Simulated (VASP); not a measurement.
A run of VASP 6.6.1 is set up as follows.

INCAR

```
SYSTEM = C
PREC = Accurate
ENCUT = 520
EDIFF = 1E-6
ISMEAR = 0
SIGMA = 0.05
LREAL = .False.
LASPH = .True.
NELM = 60
ALGO = Normal
ISIF = 2
LWAVE = .False.
LCHARG = .False.
GGA = PE
NBANDS = 11
```

KPOINTS

```
regular mesh
0
Gamma
  12 12 12
  0 0 0
```

The input POSCAR:

```
C
1.0
    0.0000000000      1.8369020000      1.7834000000
    1.8369020000      0.0000000000      1.7834000000
    1.8369020000      1.8369020000      0.0000000000
C
2
Direct
    0.5000000000      0.5000000000      0.5000000000
    0.7500000000      0.7500000000      0.7500000000
```

Potentials or basis: VASP PAW PBE potentials, release 64 (C).

Run with:

```sh
$ cat potpaw_PBE.64/C/POTCAR > POTCAR
$ mpirun -np 1 vasp_std > vasp.out
```

**Question.** Predict the pressure.

**Answer.** -21.0 GPa.

**Question.** Predict the band gap on the k mesh.

**Answer.** 3.31 eV, indirect (least direct gap 4.92 eV).

Stress tensor (GPa, compression positive):
```
-29.37   0.00   0.00
  0.00 -29.37   0.00
  0.00   0.00  -4.38
```

Caveat: the cell differs from its parent crystal (strain +0.030 along x and y, +0.000 along z). A k mesh can miss the band edges.
